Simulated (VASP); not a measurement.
# Ir (Fm-3m) in VASP: a series of runs, part 2 of 2

VASP 6.6.1.

## (3) Single point, PBE+D3(BJ)

This run uses another cell than the first one, of 13.31 Å³/atom, 1.029 times its volume.

The input, INCAR:

```
PREC = Accurate
ENCUT = 520
EDIFF = 1E-6
ISMEAR = -1
SIGMA = 0.1
LREAL = F
LASPH = T
NELM = 100
ALGO = Normal
ISIF = 2
LWAVE = F
LCHARG = F
GGA = PE
IVDW = 12
NBANDS = 10
```

The input, KPOINTS:

```
Automatic mesh
0
Gamma
  13 13 13
```

The input, POSCAR:

```
Ir
1.0
    0.0000000000      1.8809208624      1.8809208624
    1.8809208624      0.0000000000      1.8809208624
    1.8809208624      1.8809208624      0.0000000000
Ir
1
Direct
    0.0000000000      0.0000000000      0.0000000000
```

Potentials or basis: VASP PAW PBE potentials, release 64 (Ir).

Started as:

```console
$ cat potpaw_PBE.64/Ir/POTCAR > POTCAR
$ mpirun -np 1 vasp_std > vasp.out
```

OUTCAR:

```text
PREC = Accurate
   ENCUT = 520
   EDIFF = 1E-6
   ISMEAR = -1
   LREAL = F
   LASPH = T
   NELM = 100
   ISIF = 2
   GGA = PE
   IVDW = 12
 IVDW          = 12

 ion  position               nearest neighbor table
   1  0.000  0.000  0.000-

  LATTYP: Found a face centered cubic cell.
 ALAT       =     3.7618417248

  Lattice vectors:

 A1 = (   0.0000000000,   1.8809208624,   1.8809208624)
 A2 = (   1.8809208624,   0.0000000000,   1.8809208624)
 A3 = (   1.8809208624,   1.8809208624,   0.0000000000)

Analysis of symmetry for initial positions (statically):
=====================================================================
 Subroutine PRICEL returns:
 Original cell was already a primitive cell.

 Routine SETGRP: Setting up the symmetry group for a
 face centered cubic supercell.

 Subroutine GETGRP returns: Found 48 space group operations
 (whereof 48 operations were pure point group operations)
 out of a pool of 48 trial point group operations.

The static configuration has the point symmetry O_h .

Analysis of symmetry for dynamics (positions and initial velocities):
=====================================================================
 Subroutine PRICEL returns:
 Original cell was already a primitive cell.

 Routine SETGRP: Setting up the symmetry group for a
 face centered cubic supercell.

 Subroutine GETGRP returns: Found 48 space group operations
 (whereof 48 operations were pure point group operations)
 out of a pool of 48 trial point group operations.

The dynamic configuration has the point symmetry O_h .

 Subroutine INISYM returns: Found 48 space group operations
 (whereof 48 operations are pure point group operations),
 and found     1 'primitive' translations

----------------------------------------------------------------------------------------

                                     Primitive cell
[... 111 lines left out ...]
  Fermi-wavevector in a.u.,A,eV,Ry     =   1.436951  2.715443 28.093674  2.064827
  Thomas-Fermi vector in A             =   2.556082
   LORBIT       =      0    0 simple, 1 ext, 2 COOP (PROOUT), +10 PAW based schemes
   GGA     = PE    functional components
   LHFCALC =     F    Hartree Fock is set to
   AEXX    =    0.0000 exact exchange contribution
   IVDW    =    12    specifies the selected vdW correction
   LEPSILON=     F    determine dielectric tensor
   LRPA    =     F    only Hartree local field effects (RPA)
 non-spin polarized calculation
  energy-cutoff  :      520.00
  volume of cell :       13.31
 maximum number of plane-waves:       367
   NGX =  9   NGY =  9   NGZ =  9

 number of electron       9.0000000 magnetization

 Free energy of the ion-electron system (eV)
  ---------------------------------------------------
  ext. energy  EPLUGINS =         0.00000000
  ---------------------------------------------------
  free energy    TOTEN  =        -8.72628127 eV

  energy without entropy =       -8.69319620  energy(sigma->0) =       -8.70973874

 E-fermi :  11.5269     XC(G=0): -14.3535

 val. band max:       11.4792895859   @ k =  -0.3077   0.3077   0.0769
 cond. band min:      11.5637863672   @ k =   0.3077   0.2308   0.0000
 fundamental gap:      0.0844967813
 Fermi energy:        11.5269073765

 k-point     1 :       0.0000    0.0000    0.0000
  band No.  band energies     occupation
      1      -0.2904      2.00000
      2       7.2401      2.00000
      3       7.2401      2.00000
      4       7.2401      2.00000
      5      10.2064      2.00000
      6      10.2064      2.00000
      7      25.6812      0.00000
      8      31.6437      0.00000
      9      31.6437      0.00000
     10      31.6437      0.00000
[... 287 lines left out ...]
 k-point    24 :       0.4615    0.1538    0.0000
  band No.  band energies     occupation
      1       3.5520      2.00000
      2       6.4146      2.00000
      3       7.6062      2.00000
      4       8.1001      2.00000
      5      12.6049      0.00004
      6      13.8269      0.00000
      7      20.7293      0.00000
      8      27.2431      0.00000
      9      30.5897      0.00000
     10      31.9855      0.00000

 [... further k-points ...]

------------------------ aborting loop because EDIFF is reached ----------------------------------------

 Edisp (eV)   -0.78324

 E8    (eV) :    -0.3656

  FORCE on cell =-STRESS in cart. coord.  units (eV):
  Direction    XX          YY          ZZ          XY          YZ          ZX
  --------------------------------------------------------------------------------------
  -------------------------------------------------------------------------------------
  Total       2.38824     2.38824     2.38824     0.00000    -0.00000    -0.00000
  in kB     287.50566   287.50566   287.50566     0.00000    -0.00000    -0.00000
  external pressure =      287.51 kB  Pullay stress =        0.00 kB

 VOLUME and BASIS-vectors are now :
 -----------------------------------------------------------------------------
  energy-cutoff  :      520.00
  volume of cell :       13.31
      direct lattice vectors                 reciprocal lattice vectors
     0.000000000  1.880920862  1.880920862    -0.265827239  0.265827239  0.265827239
     1.880920862  0.000000000  1.880920862     0.265827239 -0.265827239  0.265827239
     1.880920862  1.880920862  0.000000000     0.265827239  0.265827239 -0.265827239

 POSITION                                       TOTAL-FORCE (eV/Angst)
 -----------------------------------------------------------------------------------
      0.00000      0.00000      0.00000         0.000000      0.000000      0.000000
 -----------------------------------------------------------------------------------
    total drift:                               -0.000000     -0.000000     -0.000000

  FREE ENERGIE OF THE ION-ELECTRON SYSTEM (eV)
  ---------------------------------------------------
  free  energy   TOTEN  =        -9.5095226615 eV

  energy  without entropy=       -9.4764375934  energy(sigma->0) =       -9.49298013
```

OSZICAR:

```text
N       E                     dE             d eps       ncg     rms          rms(c)
DAV:   1     0.490013297535E+02    0.49001E+02   -0.43575E+03  1696   0.816E+02
DAV:   2    -0.836510739114E+01   -0.57366E+02   -0.54635E+02  1744   0.202E+02
DAV:   3    -0.923846923040E+01   -0.87336E+00   -0.86846E+00  2008   0.298E+01
DAV:   4    -0.924589298837E+01   -0.74238E-02   -0.74219E-02  1930   0.255E+00
DAV:   5    -0.924603119765E+01   -0.13821E-03   -0.13821E-03  1992   0.327E-01    0.182E+01
DAV:   6    -0.882897576697E+01    0.41706E+00   -0.62184E-01  1890   0.989E+00    0.793E+00
DAV:   7    -0.873267048851E+01    0.96305E-01   -0.25938E-01  2028   0.591E+00    0.144E+00
DAV:   8    -0.872871782808E+01    0.39527E-02   -0.23234E-03  1860   0.565E-01    0.846E-01
DAV:   9    -0.872627482019E+01    0.24430E-02   -0.18804E-03  1906   0.617E-01    0.173E-02
DAV:  10    -0.872628117777E+01   -0.63576E-05   -0.11283E-05  2388   0.317E-02    0.218E-02
DAV:  11    -0.872628126920E+01   -0.91431E-07   -0.66110E-07  1178   0.102E-02
   1 F= -.95095227E+01 E0= -.94929801E+01  d E =-.330851E-01
```

Run time: 15 s. Hardware: 1 thread of AMD EPYC 7R13, shared host; peak memory 0.11 GiB.

What came out:

```yaml
Free_energy: -9.5095 eV
Pressure: 28.8 GPa
Dispersion_energy_per_atom: -0.783 eV
```

Caveat: spin-orbit coupling is left out, which moves the levels of the heavy elements; pairwise dispersion overbinds metals, which lowers pressure and volume.

## (4) Single point, PBE+D3(BJ)

This run uses another cell than the first one, of 13.68 Å³/atom, 1.058 times its volume.

The input, INCAR:

```
  PREC = Accurate
  ENCUT = 520
  EDIFF = 1E-6
  ISMEAR = -1
  SIGMA = 0.1
  LREAL = False
  LASPH = True
  NELM = 100
  ALGO = Normal
  ISIF = 2
  LWAVE = False
  LCHARG = True
  GGA = PE
  IVDW = 12
  LELF = True
  LVHAR = True
  NBANDS = 10
```

KPOINTS is that of step 3.

The input, POSCAR:

```
Ir
1.0
    0.0000000000      1.8984188054      1.8984188054
    1.8984188054      0.0000000000      1.8984188054
    1.8984188054      1.8984188054      0.0000000000
Ir
1
Direct
    0.0000000000      0.0000000000      0.0000000000
```

Started as:

```console
$ cat potpaw_PBE.64/Ir/POTCAR > POTCAR
$ mpirun -np 1 vasp_std > vasp.out
```

Wall time 15 s (1 thread of AMD EPYC 7R13, shared host); peak memory 0.11 GiB.

The run converged. Its results:

```yaml
Free_energy: -9.5609 eV
Pressure: 15.4 GPa
Dispersion_energy_per_atom: -0.761 eV
```

Levels at points of the mesh, in eV from the Fermi level:
| k point | band 2 | band 3 | band 4 | band 5 | band 6 | band 7 |
| --- | --- | --- | --- | --- | --- | --- |
| (0.00, 0.00, 0.00) | -4.11 | -4.11 | -4.11 | -1.27 | -1.27 | 14.23 |

Caveat: spin-orbit coupling is left out, which moves the levels of the heavy elements; pairwise dispersion overbinds metals, which lowers pressure and volume.

## (5) Single point, PBE+D3(BJ)

This run uses another cell than the first one, of 14.06 Å³/atom, 1.087 times its volume.

The input, INCAR:

```
PREC = Accurate
ENCUT = 520
EDIFF = 1E-6
ISMEAR = -1
SIGMA = 0.1
LREAL = False
LASPH = True
NELM = 60
ALGO = Normal
ISIF = 2
LWAVE = False
LCHARG = False
GGA = PE
IVDW = 12
NBANDS = 10
```

KPOINTS is that of step 4.

The input, POSCAR:

```
Ir
1.0
    0.0000000000      1.9156000000      1.9156000000
    1.9156000000      0.0000000000      1.9156000000
    1.9156000000      1.9156000000      0.0000000000
Ir
1
Direct
    0.0000000000      0.0000000000      0.0000000000
```

Potentials or basis: VASP PAW PBE potentials, release 64 (Ir).

Started as:

```console
$ cat potpaw_PBE.64/Ir/POTCAR > POTCAR
$ mpirun -np 1 vasp_std > vasp.out
```

OUTCAR:

```text
PREC = Accurate
   ENCUT = 520
   EDIFF = 1E-6
   ISMEAR = -1
   LREAL = False
   LASPH = True
   NELM = 60
   ISIF = 2
   GGA = PE
   IVDW = 12
 IVDW          = 12

 ion  position               nearest neighbor table
   1  0.000  0.000  0.000-

  LATTYP: Found a face centered cubic cell.
 ALAT       =     3.8312000000

  Lattice vectors:

 A1 = (   0.0000000000,   1.9156000000,   1.9156000000)
 A2 = (   1.9156000000,   0.0000000000,   1.9156000000)
 A3 = (   1.9156000000,   1.9156000000,   0.0000000000)

Analysis of symmetry for initial positions (statically):
=====================================================================
 Subroutine PRICEL returns:
 Original cell was already a primitive cell.

 Routine SETGRP: Setting up the symmetry group for a
 face centered cubic supercell.

 Subroutine GETGRP returns: Found 48 space group operations
 (whereof 48 operations were pure point group operations)
 out of a pool of 48 trial point group operations.

The static configuration has the point symmetry O_h .

Analysis of symmetry for dynamics (positions and initial velocities):
=====================================================================
 Subroutine PRICEL returns:
 Original cell was already a primitive cell.

 Routine SETGRP: Setting up the symmetry group for a
 face centered cubic supercell.

 Subroutine GETGRP returns: Found 48 space group operations
 (whereof 48 operations were pure point group operations)
 out of a pool of 48 trial point group operations.

The dynamic configuration has the point symmetry O_h .

 Subroutine INISYM returns: Found 48 space group operations
 (whereof 48 operations are pure point group operations),
 and found     1 'primitive' translations

----------------------------------------------------------------------------------------
[... 112 lines left out ...]
  volume/ion in A,a.u.               =      14.06        94.87
  Fermi-wavevector in a.u.,A,eV,Ry     =   1.410937  2.666284 27.085691  1.990742
  Thomas-Fermi vector in A             =   2.532839
   LORBIT       =      0    0 simple, 1 ext, 2 COOP (PROOUT), +10 PAW based schemes
   GGA     = PE    functional components
   LHFCALC =     F    Hartree Fock is set to
   AEXX    =    0.0000 exact exchange contribution
   IVDW    =    12    specifies the selected vdW correction
   LEPSILON=     F    determine dielectric tensor
   LRPA    =     F    only Hartree local field effects (RPA)
 non-spin polarized calculation
  energy-cutoff  :      520.00
  volume of cell :       14.06
 maximum number of plane-waves:       388
   NGX =  9   NGY =  9   NGZ =  9

 number of electron       9.0000000 magnetization

 Free energy of the ion-electron system (eV)
  ---------------------------------------------------
  ext. energy  EPLUGINS =         0.00000000
  ---------------------------------------------------
  free energy    TOTEN  =        -8.84337407 eV

  energy without entropy =       -8.80783065  energy(sigma->0) =       -8.82560236

 E-fermi :  10.5329     XC(G=0): -14.0247

 val. band max:       10.5053523407   @ k =  -0.4615   0.4615   0.0000
 cond. band min:      10.5579568855   @ k =   0.3077   0.2308   0.0000
 fundamental gap:      0.0526045448
 Fermi energy:        10.5329215854

 k-point     1 :       0.0000    0.0000    0.0000
  band No.  band energies     occupation
      1      -0.6717      2.00000
      2       6.5959      2.00000
      3       6.5959      2.00000
      4       6.5959      2.00000
      5       9.3144      1.99999
      6       9.3144      1.99999
      7      24.8253      0.00000
      8      30.4532      0.00000
      9      30.4532      0.00000
     10      30.4532      0.00000
[... 287 lines left out ...]
 k-point    24 :       0.4615    0.1538    0.0000
  band No.  band energies     occupation
      1       3.1120      2.00000
      2       5.8489      2.00000
      3       6.9021      2.00000
      4       7.3964      2.00000
      5      11.5045      0.00012
      6      12.6925      0.00000
      7      19.2376      0.00000
      8      26.1373      0.00000
      9      29.0319      0.00000
     10      30.2847      0.00000

 [... further k-points ...]

------------------------ aborting loop because EDIFF is reached ----------------------------------------

 Edisp (eV)   -0.73991

 E8    (eV) :    -0.3451

  FORCE on cell =-STRESS in cart. coord.  units (eV):
  Direction    XX          YY          ZZ          XY          YZ          ZX
  --------------------------------------------------------------------------------------
  -------------------------------------------------------------------------------------
  Total       0.34688     0.34688     0.34688    -0.00000     0.00000    -0.00000
  in kB      39.53170    39.53170    39.53170    -0.00000     0.00000    -0.00000
  external pressure =       39.53 kB  Pullay stress =        0.00 kB

 VOLUME and BASIS-vectors are now :
 -----------------------------------------------------------------------------
  energy-cutoff  :      520.00
  volume of cell :       14.06
      direct lattice vectors                 reciprocal lattice vectors
     0.000000000  1.915600000  1.915600000    -0.261014826  0.261014826  0.261014826
     1.915600000  0.000000000  1.915600000     0.261014826 -0.261014826  0.261014826
     1.915600000  1.915600000  0.000000000     0.261014826  0.261014826 -0.261014826

 POSITION                                       TOTAL-FORCE (eV/Angst)
 -----------------------------------------------------------------------------------
      0.00000      0.00000      0.00000         0.000000      0.000000      0.000000
 -----------------------------------------------------------------------------------
    total drift:                               -0.000000     -0.000000     -0.000000

  FREE ENERGIE OF THE ION-ELECTRON SYSTEM (eV)
  ---------------------------------------------------
  free  energy   TOTEN  =        -9.5832876137 eV

  energy  without entropy=       -9.5477441973  energy(sigma->0) =       -9.56551591
```

OSZICAR:

```text
N       E                     dE             d eps       ncg     rms          rms(c)
DAV:   1     0.474099590566E+02    0.47410E+02   -0.43722E+03  1696   0.820E+02
DAV:   2    -0.848663941947E+01   -0.55897E+02   -0.53258E+02  1744   0.196E+02
DAV:   3    -0.938124929458E+01   -0.89461E+00   -0.88952E+00  1984   0.299E+01
DAV:   4    -0.938969868072E+01   -0.84494E-02   -0.84477E-02  1890   0.270E+00
DAV:   5    -0.938987576655E+01   -0.17709E-03   -0.17708E-03  1984   0.381E-01    0.156E+01
DAV:   6    -0.893740357619E+01    0.45247E+00   -0.76494E-01  1890   0.108E+01    0.649E+00
DAV:   7    -0.884948686138E+01    0.87917E-01   -0.26363E-01  1982   0.584E+00    0.147E+00
DAV:   8    -0.884652186824E+01    0.29650E-02   -0.21687E-03  1822   0.500E-01    0.103E+00
DAV:   9    -0.884336818414E+01    0.31537E-02   -0.21302E-03  1910   0.647E-01    0.168E-02
DAV:  10    -0.884337310034E+01   -0.49162E-05   -0.12204E-05  2314   0.329E-02    0.251E-02
DAV:  11    -0.884337406820E+01   -0.96786E-06   -0.91425E-07  1230   0.113E-02
   1 F= -.95832876E+01 E0= -.95655159E+01  d E =-.355434E-01
```

It took 15 s on 1 thread of AMD EPYC 7R13, shared host; peak memory 0.11 GiB.

What came out:

- Free energy: -9.5833 eV
- Pressure: 4.0 GPa
- Dispersion energy per atom: -0.740 eV

Levels at points of the mesh, in eV from the Fermi level:
```
           k point  band 2  band 3  band 4  band 5  band 6  band 7
(0.00, 0.00, 0.00)   -3.94   -3.94   -3.94   -1.22   -1.22   14.29
```

Caveat: spin-orbit coupling is left out, which moves the levels of the heavy elements; pairwise dispersion overbinds metals, which lowers pressure and volume.

## (6) Single point, PBE+D3(BJ)

This run uses another cell than the first one, of 14.43 Å³/atom, 1.116 times its volume.

The input, INCAR:

```
ALGO = Normal
EDIFF = 1E-7
ENCUT = 520
GGA = PE
ISIF = 2
ISMEAR = -1
IVDW = 12
LASPH = True
LCHARG = False
LREAL = False
LWAVE = False
NBANDS = 10
NELM = 100
PREC = Accurate
SIGMA = 0.1
```

The input, KPOINTS:

```
k-points
0
Gamma
  13 13 13
```

The input, POSCAR:

```
Ir
1.0
    0.0000000000      1.9324784027      1.9324784027
    1.9324784027      0.0000000000      1.9324784027
    1.9324784027      1.9324784027      0.0000000000
Ir
1
Direct
    0.0000000000      0.0000000000      0.0000000000
```

Potentials or basis: VASP PAW PBE potentials, release 64 (Ir).

Started as:

```console
$ cat potpaw_PBE.64/Ir/POTCAR > POTCAR
$ mpirun -np 1 vasp_std > vasp.out
```

It took 18 s on 1 thread of AMD EPYC 7R13, shared host; peak memory 0.11 GiB.

The run converged. Its results:

```yaml
Free_energy: -9.5811 eV
Pressure: -5.7 GPa
Dispersion_energy_per_atom: -0.720 eV
```

Levels at points of the mesh, in eV from the Fermi level:
```tsv
k point	band 2	band 3	band 4	band 5	band 6	band 7
(0.00, 0.00, 0.00)	-3.78	-3.78	-3.78	-1.17	-1.17	14.35
```

Caveat: spin-orbit coupling is left out, which moves the levels of the heavy elements; pairwise dispersion overbinds metals, which lowers pressure and volume.

## (7) The runs side by side

```tsv
cell	gap on the mesh (eV)	pressure (GPa)
a = 2.635 Å, angles 60.0°, 1 atom	none	44.5
a = 2.660 Å, angles 60.0°, 1 atom	none	28.8
a = 2.685 Å, angles 60.0°, 1 atom	none	15.4
a = 2.709 Å, angles 60.0°, 1 atom	none	4.0
a = 2.733 Å, angles 60.0°, 1 atom	none	-5.7
```

Alike in all rows: task single point; level PBE+D3(BJ); potentials or basis VASP PAW PBE potentials, release 64 (Ir); no spin polarisation; k mesh 13 × 13 × 13; cutoff (eV) 520; smearing fermi-dirac 0.1 eV.

Caveats: spin-orbit coupling is left out, which moves the levels of the heavy elements; pairwise dispersion overbinds metals, which lowers pressure and volume.

Absolute energies hang on the potentials; compare differences alone.
